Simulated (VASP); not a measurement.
# AlN (rocksalt type) (Fm-3m) in VASP: a series of runs

The runs below take AlN (rocksalt type) through relaxation of cell and atoms, with PBE.

Everything below comes from runs of VASP 6.6.1. Logs are shortened: lines on timing, memory, paths and dates and some standing lists are left out, and cuts for length are marked.

## (1) The cell of the first run

The structure is cubic, space group Fm-3m (No. 225). Conventional cell: a = 3.871 Å, b = 3.871 Å, c = 3.871 Å, α = 90.00°, β = 90.00°, γ = 90.00°. Al (site symmetry m-3m) has 6 N at 1.94 Å within 2.6 Å. N (site symmetry m-3m) has 6 Al at 1.94 Å within 2.6 Å.

## (2) Relaxation of cell and atoms, PBE, target pressure 51 GPa, at which the enthalpy is minimised

INCAR

```
SYSTEM = AlN
PREC     = Accurate       ! precision mode
ENCUT    = 600            ! plane-wave cutoff, eV
EDIFF    = 1E-7           ! SCF threshold, eV
ISMEAR   = -1             ! smearing method
SIGMA    = 0.1            ! smearing width, eV
LREAL    = .FALSE.        ! projectors in reciprocal space
LASPH    = .TRUE.         ! aspherical terms in the spheres
NELM     = 100            ! most SCF steps
ALGO     = Normal         ! electronic algorithm
ISIF     = 3              ! what is computed and relaxed
LWAVE    = .FALSE.        ! write WAVECAR
LCHARG   = .FALSE.        ! write CHGCAR
GGA      = PE             ! functional
IBRION   = 2              ! ionic algorithm
NSW      = 60             ! ionic steps
EDIFFG   = -0.005         ! ionic threshold
PSTRESS  = 510.0
```

KPOINTS

```
regular mesh
0
G
  16 16 16
  0 0 0
```

POSCAR

```
AlN
1.0
    0.0000000000      1.9354859774      1.9354859774
    1.9354859774      0.0000000000      1.9354859774
    1.9354859774      1.9354859774      0.0000000000
Al N
1 1
Direct
    0.0000000000      0.0000000000      0.0000000000
    0.5000000000      0.5000000000      0.5000000000
```

Potentials or basis: VASP PAW PBE potentials, release 64 (Al, N).

Launch:

```sh
$ cat potpaw_PBE.64/Al/POTCAR potpaw_PBE.64/N/POTCAR > POTCAR
$ mpirun -np 1 vasp_std > vasp.out
```

OUTCAR:

```text
SYSTEM = AlN
   PREC = Accurate
   ENCUT = 600
   EDIFF = 1E-7
   ISMEAR = -1
   LREAL = .FALSE.
   LASPH = .TRUE.
   NELM = 100
   ISIF = 3
   GGA = PE
   IBRION = 2
   NSW = 60
   EDIFFG = -0.005
   PSTRESS = 510.0

 ion  position               nearest neighbor table
   1  0.000  0.000  0.000-   2 1.94   2 1.94   2 1.94   2 1.94   2 1.94   2 1.94
   2  0.500  0.500  0.500-   1 1.94   1 1.94   1 1.94   1 1.94   1 1.94   1 1.94

  LATTYP: Found a face centered cubic cell.
 ALAT       =     3.8709719548

  Lattice vectors:

 A1 = (   0.0000000000,   1.9354859774,   1.9354859774)
 A2 = (   1.9354859774,   0.0000000000,   1.9354859774)
 A3 = (   1.9354859774,   1.9354859774,   0.0000000000)

Analysis of symmetry for initial positions (statically):
=====================================================================
 Subroutine PRICEL returns:
 Original cell was already a primitive cell.

 Routine SETGRP: Setting up the symmetry group for a
 face centered cubic supercell.

 Subroutine GETGRP returns: Found 48 space group operations
 (whereof 48 operations were pure point group operations)
 out of a pool of 48 trial point group operations.

The static configuration has the point symmetry O_h .

Analysis of symmetry for dynamics (positions and initial velocities):
=====================================================================
 Subroutine PRICEL returns:
 Original cell was already a primitive cell.

 Routine SETGRP: Setting up the symmetry group for a
 face centered cubic supercell.

 Subroutine GETGRP returns: Found 48 space group operations
 (whereof 48 operations were pure point group operations)
 out of a pool of 48 trial point group operations.

The dynamic configuration has the point symmetry O_h .

 Subroutine INISYM returns: Found 48 space group operations
 (whereof 48 operations are pure point group operations),
 and found     1 'primitive' translations

----------------------------------------------------------------------------------------

                                     Primitive cell

  volume of cell :      14.5011

  direct lattice vectors                    reciprocal lattice vectors
     0.000000000  1.935485977  1.935485977    -0.258333052  0.258333052  0.258333052
     1.935485977  0.000000000  1.935485977     0.258333052 -0.258333052  0.258333052
     1.935485977  1.935485977  0.000000000     0.258333052  0.258333052 -0.258333052

  length of vectors
     2.737190519  2.737190519  2.737190519     0.447445972  0.447445972  0.447445972

  position of ions in fractional coordinates (direct lattice)
     0.000000000  0.000000000  0.000000000
     0.500000000  0.500000000  0.500000000

  ion indices of the primitive-cell ions
   primitive index   ion index
                 1           1
                 2           2

----------------------------------------------------------------------------------------

 KPOINTS: regular mesh

Automatic generation of k-mesh.
 Grid dimensions read from file:
 generate k-points for:   16   16   16

 Generating k-lattice:

  Cartesian coordinates                     Fractional coordinates (reciprocal lattice)
    -0.016145816  0.016145816  0.016145816     0.062500000  0.000000000  0.000000000
     0.016145816 -0.016145816  0.016145816     0.000000000  0.062500000  0.000000000
     0.016145816  0.016145816 -0.016145816     0.000000000  0.000000000  0.062500000

  Length of vectors
     0.027965373  0.027965373  0.027965373

  Shift w.r.t. Gamma in fractional coordinates (k-lattice)
     0.000000000  0.000000000  0.000000000

 Subroutine IBZKPT returns following result:
 ===========================================

 Found    145 irreducible k-points:

 Following reciprocal coordinates:
            Coordinates               Weight
  0.000000  0.000000  0.000000      1.000000
  0.062500  0.000000  0.000000      8.000000
  0.125000  0.000000  0.000000      8.000000
  0.187500  0.000000  0.000000      8.000000
  0.250000  0.000000  0.000000      8.000000
  0.312500  0.000000  0.000000      8.000000
[... 16 lines left out ...]
 -0.125000  0.062500  0.000000     24.000000
 -0.062500  0.062500  0.000000     12.000000
 [... further k-points ...]
   k-points           NKPTS =    145   k-points in BZ     NKDIM =    145   number of bands    NBANDS=      8
   number of dos      NEDOS =    301   number of ions     NIONS =      2
   total plane-waves  NPLWV =  13824
   dimension x,y,z NGX =    24 NGY =   24 NGZ =   24
   dimension x,y,z NGXF=    48 NGYF=   48 NGZF=   48
   ions per type =               1   1
   NGX,Y,Z   is equivalent  to a cutoff of  14.58, 14.58, 14.58 a.u.
   NGXF,Y,Z  is equivalent  to a cutoff of  29.15, 29.15, 29.15 a.u.
 SYSTEM =  AlN
   PREC   = accura    normal or accurate (medium, high low for compatibility)
   ISTART =      0    job   : 0-new  1-cont  2-samecut
   ICHARG =      2    charge: 1-file 2-atom 10-const
   ISPIN  =      1    spin polarized calculation?
   LNONCOLLINEAR =      F non collinear calculations
   LSORBIT =      F    spin-orbit coupling
   LASPH  =      T    aspherical Exc in radial PAW
   ENCUT  =  600.0 eV  44.10 Ry    6.64 a.u.   5.47  5.47  5.47*2*pi/ulx,y,z
   NELM   =    100;   NELMIN=  2; NELMDL= -5     # of ELM steps
   EDIFF  = 0.1E-06   stopping-criterion for ELM
   LREAL  =      F    real-space projection
   EDIFFG = -.5E-02   stopping-criterion for IOM
   NSW    =     60    number of steps for IOM
   IBRION =      2    ionic relax: 0-MD 1-quasi-New 2-CG
   NFREE  =      1    steps in history (QN), initial steepest desc. (CG)
   ISIF   =      3    stress and relaxation
   ISYM   =      2    0-nonsym 1-usesym 2-fastsym
   POTIM  = 0.5000    time-step for ionic-motion
   TEBEG  =    0.0;   TEEND  =   0.0 temperature during run
   PSTRESS=  510.0 pullay stress
   NELECT =       8.0000    total number of electrons
   NUPDOWN=      -1.0000    fix difference up-down
   EMIN   =  10.00;   EMAX   =-10.00  energy-range for DOS
   EFERMI =   0.00;   METHOD = LEGACY
   ISMEAR =    -1;   SIGMA  =   0.10  broadening in eV -4-tet -1-fermi 0-gaus
   EFERMI_NEDOS =   21; number of points for ismear=-14 and -15
   IALGO  =     38    algorithm
   IMIX   =      4    mixing-type and parameters
     AMIX     =   0.40;   BMIX     =  1.00
     AMIX_MAG =   1.60;   BMIX_MAG =  1.00
  volume/ion in A,a.u.               =       7.25        48.93
  Fermi-wavevector in a.u.,A,eV,Ry     =   1.342677  2.537291 24.528322  1.802781
  Thomas-Fermi vector in A             =   2.470812
   LORBIT       =      0    0 simple, 1 ext, 2 COOP (PROOUT), +10 PAW based schemes
   GGA     = PE    functional components
   LHFCALC =     F    Hartree Fock is set to
   AEXX    =    0.0000 exact exchange contribution
   IVDW    =     0    specifies the selected vdW correction
   LEPSILON=     F    determine dielectric tensor
   LRPA    =     F    only Hartree local field effects (RPA)
 conjugate gradient relaxation of ions
 non-spin polarized calculation
  energy-cutoff  :      600.00
  volume of cell :       14.50
 maximum number of plane-waves:       531
 NGX is ok and might be reduce to    24
   NGX = 11   NGY = 11   NGZ = 11

--------------------------------------- Ionic step        1  -------------------------------------------

 number of electron       8.0000001 magnetization

 Free energy of the ion-electron system (eV)
  ---------------------------------------------------
  ext. energy  EPLUGINS =         0.00000000
  ---------------------------------------------------
  free energy    TOTEN  =       -14.21733133 eV

  energy without entropy =      -14.21733133  energy(sigma->0) =      -14.21733133

------------------------ aborting loop because EDIFF is reached ----------------------------------------

  FORCE on cell =-STRESS in cart. coord.  units (eV):
  Direction    XX          YY          ZZ          XY          YZ          ZX
  --------------------------------------------------------------------------------------
  -------------------------------------------------------------------------------------
  Total        4.5890478      4.5890478      4.5890478     -0.0000000     -0.0000000     -0.0000000
  in kB      507.0293261    507.0293261    507.0293261     -0.0000000     -0.0000000     -0.0000000
  external PRESSURE =      -2.9706739 kB  Pullay stress =     510.0000000 kB

 VOLUME and BASIS-vectors are now :
 -----------------------------------------------------------------------------
  energy-cutoff  :      600.00
  volume of cell :       14.50
      direct lattice vectors                 reciprocal lattice vectors
     0.000000000  1.935485977  1.935485977    -0.258333052  0.258333052  0.258333052
     1.935485977  0.000000000  1.935485977     0.258333052 -0.258333052  0.258333052
     1.935485977  1.935485977  0.000000000     0.258333052  0.258333052 -0.258333052
[... 46 lines left out ...]
  FREE ENERGIE OF THE ION-ELECTRON SYSTEM (eV)
  ---------------------------------------------------
  free  energy   TOTEN  =       -14.2083346698 eV

  energy  without entropy=      -14.2083346697  energy(sigma->0) =      -14.20833467

  enthalpy is  TOTEN    =        -9.6013749673 eV   P V=        4.6069597026

--------------------------------------- Ionic step        3  -------------------------------------------

 number of electron       8.0000001 magnetization

 Free energy of the ion-electron system (eV)
  ---------------------------------------------------
  ext. energy  EPLUGINS =         0.00000000
  ---------------------------------------------------
  free energy    TOTEN  =       -14.21409295 eV

  energy without entropy =      -14.21409295  energy(sigma->0) =      -14.21409295

 E-fermi :  13.7587     XC(G=0): -12.9152

 val. band max:       11.7647404872   @ k =   0.0000   0.0000   0.0000
 cond. band min:      16.8104074478   @ k =   0.5000   0.5000   0.0000
 fundamental gap:      5.0456669606
 Fermi energy:        13.7587047882

 k-point     1 :       0.0000    0.0000    0.0000
  band No.  band energies     occupation
      1      -7.0437      2.00000
      2      11.7647      2.00000
      3      11.7647      2.00000
      4      11.7647      2.00000
      5      19.4700      0.00000
      6      24.3456      0.00000
      7      24.3456      0.00000
      8      24.3456      0.00000

 k-point     2 :       0.0625    0.0000    0.0000
  band No.  band energies     occupation
      1      -6.9529      2.00000
      2      11.3327      2.00000
      3      11.7023      2.00000
      4      11.7023      2.00000
      5      19.7161      0.00000
      6      23.8930      0.00000
      7      24.5000      0.00000
      8      24.5000      0.00000
[... 221 lines left out ...]
 k-point    23 :      -0.1250    0.0625    0.0000
  band No.  band energies     occupation
      1      -6.4757      2.00000
      2       9.6620      2.00000
      3      11.0415      2.00000
      4      11.5548      2.00000
      5      20.4886      0.00000
      6      22.7816      0.00000
      7      25.0502      0.00000
      8      25.3372      0.00000

 k-point    24 :      -0.0625    0.0625    0.0000
  band No.  band energies     occupation
      1      -6.8024      2.00000
      2      10.7973      2.00000
      3      11.3960      2.00000
      4      11.6897      2.00000
      5      20.0629      0.00000
      6      23.2831      0.00000
      7      24.6531      0.00000
      8      24.9347      0.00000

 [... further k-points ...]

------------------------ aborting loop because EDIFF is reached ----------------------------------------

  FORCE on cell =-STRESS in cart. coord.  units (eV):
  Direction    XX          YY          ZZ          XY          YZ          ZX
  --------------------------------------------------------------------------------------
  -------------------------------------------------------------------------------------
  Total        4.6137390      4.6137390      4.6137390     -0.0000000     -0.0000000     -0.0000000
  in kB      510.1163333    510.1163333    510.1163333     -0.0000000     -0.0000000     -0.0000000
  external PRESSURE =       0.1163333 kB  Pullay stress =     510.0000000 kB

 VOLUME and BASIS-vectors are now :
 -----------------------------------------------------------------------------
  energy-cutoff  :      600.00
  volume of cell :       14.49
      direct lattice vectors                 reciprocal lattice vectors
     0.000000000  1.935031895  1.935031895    -0.258393674  0.258393674  0.258393674
     1.935031895 -0.000000000  1.935031895     0.258393674 -0.258393674  0.258393674
     1.935031895  1.935031895 -0.000000000     0.258393674  0.258393674 -0.258393674

 POSITION                                       TOTAL-FORCE (eV/Angst)
 -----------------------------------------------------------------------------------
      0.00000      0.00000     -0.00000        -0.000000      0.000000     -0.000000
      1.93503      1.93503      1.93503         0.000000     -0.000000      0.000000
 -----------------------------------------------------------------------------------
    total drift:                               -0.000000     -0.000000      0.000000

  FREE ENERGIE OF THE ION-ELECTRON SYSTEM (eV)
  ---------------------------------------------------
  free  energy   TOTEN  =       -14.2140929484 eV

  energy  without entropy=      -14.2140929484  energy(sigma->0) =      -14.21409295

  enthalpy is  TOTEN    =        -9.6014060862 eV   P V=        4.6126868622

 reached required accuracy - stopping structural energy minimisation
```

It took 36 s on 1 thread of Intel Xeon 8259CL, shared host; peak memory 0.15 GiB.

What came out:

```yaml
Free_energy: -14.2141 eV
Relaxed_volume: 7.25 Å³/atom
Relaxed_cell: a = 2.737 Å, b = 2.737 Å, c = 2.737 Å, α = 60.00°, β = 60.00°, γ = 60.00°
Space_group_after_relaxing_to_0.1_Å: Fm-3m (No. 225)
Energy_change_on_relaxing_the_run_minimises_the_enthalpy: +1.6 meV/atom
Ionic_steps: 3
Pressure_after_relaxing: 51.0 GPa
Band_gap_on_the_k_mesh: 5.05 eV (least direct gap 7.71 eV)
```

The path:
| step | energy change (eV) | largest force (eV/Å) | pressure (GPa) | volume (Å³) |
| --- | --- | --- | --- | --- |
| 1 | 0.0000 | 0.0000 | 50.70 | 14.50 |
| 2 | 0.0090 | 0.0000 | 51.56 | 14.47 |
| 3 | 0.0032 | 0.0000 | 51.01 | 14.49 |

Final structure:
```
Al N
1.0
     0.00000    1.93503    1.93503
     1.93503    0.00000    1.93503
     1.93503    1.93503    0.00000
Al N
1 1
Direct
  0.00000 0.00000 0.00000
  0.50000 0.50000 0.50000
```

Levels at points of the mesh, in eV from the valence-band top:
```csv
k point,band 1,band 2,band 3,band 4,band 5,band 6,band 7,band 8
"(0.00, 0.00, 0.00)",-18.81,0.00,0.00,0.00,7.71,12.58,12.58,12.58
"(0.50, 0.00, 0.00)",-15.00,-9.19,-1.34,-1.34,7.00,12.11,12.11,15.27
"(0.50, 0.50, 0.00)",-13.83,-8.31,-3.15,-3.15,5.05,5.95,15.73,19.43
```

Caveat: the cell is relaxed towards a set pressure, so the run minimises the enthalpy, not the energy.

## (3) Relaxation of cell and atoms, PBE, target pressure 51 GPa, at which the enthalpy is minimised

INCAR

```
SYSTEM = AlN
  PREC = Accurate
  ENCUT = 600
  EDIFF = 1E-6
  ISMEAR = -1
  SIGMA = 0.1
  LREAL = .FALSE.
  LASPH = .TRUE.
  NELM = 80
  ALGO = Normal
  ISIF = 3
  LWAVE = .FALSE.
  LCHARG = .FALSE.
  GGA = PE
  IBRION = 2
  NSW = 32
  EDIFFG = -0.005
  PSTRESS = 510.0
```

KPOINTS

```
Automatic mesh
0
G
  16 16 16
  0 0 0
```

POSCAR

```
AlN
1.0
    0.0000000000      1.9356856298      1.9356856298
    1.9356856298      0.0000000000      1.9356856298
    1.9356856298      1.9356856298      0.0000000000
Al N
1 1
Direct
    0.0000000000      0.0000000000      0.0000000000
    0.5000000000      0.5000000000      0.5000000000
```

Potentials or basis: VASP PAW PBE potentials, release 64 (Al, N).

Launch:

```sh
$ cat potpaw_PBE.64/Al/POTCAR potpaw_PBE.64/N/POTCAR > POTCAR
$ mpirun -np 1 vasp_std > vasp.out
```

Run time: 26 s. Hardware: 1 thread of Intel Xeon 8259CL, shared host; peak memory 0.15 GiB.

The run converged. Its results:

| Property | Result |
| --- | --- |
| Free energy | -14.2142 eV |
| Relaxed volume | 7.25 Å³/atom |
| Relaxed cell | a = 2.737 Å, b = 2.737 Å, c = 2.737 Å, α = 60.00°, β = 60.00°, γ = 60.00° |
| Space group after relaxing (to 0.1 Å) | Fm-3m (No. 225) |
| Energy change on relaxing (the run minimises the enthalpy) | +2.3 meV/atom |
| Ionic steps | 3 |
| Pressure after relaxing | 51.0 GPa |
| Band gap on the k mesh | 5.05 eV (least direct gap 7.70 eV) |

The path:
```tsv
step	energy change (eV)	largest force (eV/Å)	pressure (GPa)	volume (Å³)
1	0.0000	0.0000	50.57	14.51
2	0.0132	0.0000	51.82	14.46
3	0.0046	0.0000	51.00	14.49
```

Final structure:
```cif
data_structure
_symmetry_space_group_name_H-M 'P 1'
_symmetry_Int_Tables_number 1
_cell_length_a 2.7366
_cell_length_b 2.7366
_cell_length_c 2.7366
_cell_angle_alpha 60.000
_cell_angle_beta 60.000
_cell_angle_gamma 60.000
_cell_volume 14.49
loop_
_atom_site_label
_atom_site_type_symbol
_atom_site_fract_x
_atom_site_fract_y
_atom_site_fract_z
_atom_site_occupancy
Al1 Al 0.00000 0.00000 0.00000 1
N1 N 0.50000 0.50000 0.50000 1
```

Levels at points of the mesh, in eV from the valence-band top:
```
           k point  band 1  band 2  band 3  band 4  band 5  band 6  band 7  band 8
(0.00, 0.00, 0.00)  -18.81    0.00    0.00    0.00    7.70   12.58   12.58   12.58
(0.50, 0.00, 0.00)  -15.00   -9.19   -1.34   -1.34    7.00   12.11   12.11   15.27
(0.50, 0.50, 0.00)  -13.83   -8.31   -3.15   -3.15    5.05    5.95   15.73   19.43
```

Caveat: the cell is relaxed towards a set pressure, so the run minimises the enthalpy, not the energy. A k mesh can miss the band edges.

[end of part 1 of 2]
